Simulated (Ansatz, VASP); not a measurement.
**Two plane-wave programs on Sb**

```
Sb
1.0
     2.98779    0.00000    0.00000
    -0.99593    2.81691    0.00000
     0.00000    0.00000   20.87904
Sb
3
Direct
  0.00000 0.00000 0.38316
  0.50000 0.50000 0.50000
  0.00000 0.00000 0.61684
```

Alike in both runs: task single point; functional r2SCAN; k mesh 6 × 6 × 1; occupations fermi-dirac, width 0.1 eV; no spin polarisation.

|  | VASP | Ansatz |
| --- | --- | --- |
| version | VASP 6.6.1 | Ansatz 0.2.0 |
| potentials or method | VASP PAW PBE potentials, release 64 (Sb) | plane waves, PAW |
| plane-wave cutoff (eV) | 520 | 500 |
| valence electrons in the cell | 15 | 45 |

Ansatz gave:

- gap on the k mesh at the Fermi level (eV): none
- rms of the force components (eV/Å): 0.606

Problem. What did VASP give for the same quantities?

Solution. gap on the k mesh at the Fermi level (eV): none; rms of the force components (eV/Å): 0.615.

VASP's potentials were made for PBE, not for r2SCAN. Atom by atom the forces differ by 0.009 eV/Å (rms over components). A gap of «none» marks a metal or a gap that the smearing closes. VASP's potentials hold 15 valence electrons a cell and Ansatz's 45, so a difference there can come from the potentials and not from the codes. Ansatz's warnings: xc potential rough in thin density.

The k mesh is coarse, so the values compare programs but aren't converged. Spin-orbit coupling is off throughout.
